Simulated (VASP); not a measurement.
A run of VASP 6.6.1:

The input POSCAR:

```
AlGa3N4
1.0
    0.0000000000     -4.4653444451      0.0000000000
    0.0000000000      0.0000000000     -4.4653444451
   10.4306888901      0.0000000000      0.0000000000
Al Ga N
2 6 8
Direct
    0.0000000000      0.0000000000      0.6968131472
    0.0000000000      0.0000000000      0.2687163559
    0.5000000000      0.0000000000      0.0546679603
    0.5000000000      0.0000000000      0.4827647516
    0.0000000000      0.5000000000      0.0546679603
    0.0000000000      0.5000000000      0.4827647516
    0.5000000000      0.5000000000      0.6968131472
    0.5000000000      0.5000000000      0.2687163559
    0.2446489449      0.7553510551      0.1639829276
    0.2446489449      0.7553510551      0.5920797189
    0.7553510551      0.2446489449      0.1639829276
    0.7553510551      0.2446489449      0.5920797189
    0.2446489449      0.2446489449      0.8015465756
    0.2446489449      0.2446489449      0.3734497843
    0.7553510551      0.7553510551      0.8015465756
    0.7553510551      0.7553510551      0.3734497843
```

INCAR.step1

```
SYSTEM = AlGa3N4
  ALGO = Normal
  EDIFF = 1E-4
  ENCUT = 520
  GGA = PE
  ISMEAR = 0
  LASPH = .TRUE.
  LCHARG = .FALSE.
  LREAL = Auto
  LWAVE = .TRUE.
  NBANDS = 76
  NELM = 80
  PREC = Accurate
  SIGMA = 0.05
```

File INCAR.step2:

```
SYSTEM = AlGa3N4
  ALGO = Normal
  EDIFF = 1E-6
  ENCUT = 520
  ISIF = 2
  ISMEAR = 0
  ISTART = 1
  LASPH = .TRUE.
  LCHARG = .FALSE.
  LMIXTAU = .TRUE.
  LREAL = Auto
  LWAVE = .FALSE.
  METAGGA = R2SCAN
  NBANDS = 76
  NELM = 80
  PREC = Accurate
  SIGMA = 0.05
```

File KPOINTS:

```
k-points
0
G
  5 5 3
  0 0 0
```

Potentials or basis: VASP PAW PBE potentials, release 64 (Al, Ga_d, N).

Run with:

```console
$ cat potpaw_PBE.64/Al/POTCAR potpaw_PBE.64/Ga_d/POTCAR potpaw_PBE.64/N/POTCAR > POTCAR
$ cp INCAR.step1 INCAR
$ mpirun -np 1 vasp_std > vasp.out
$ cp INCAR.step2 INCAR
$ mpirun -np 1 vasp_std > vasp.out
```

Hardware: 1 thread of Intel(R) Xeon(R) Platinum 8259CL CPU @ 2.50GHz (Skylake/Cascade Lake), on a shared host.

Problem. Estimate the wall time of this run.

Solution. It took 34 min on 1 thread of Intel(R) Xeon(R) Platinum 8259CL CPU @ 2.50GHz (Skylake/Cascade Lake) (shared host), peak memory 0.43 GiB. Counts: k points 18.
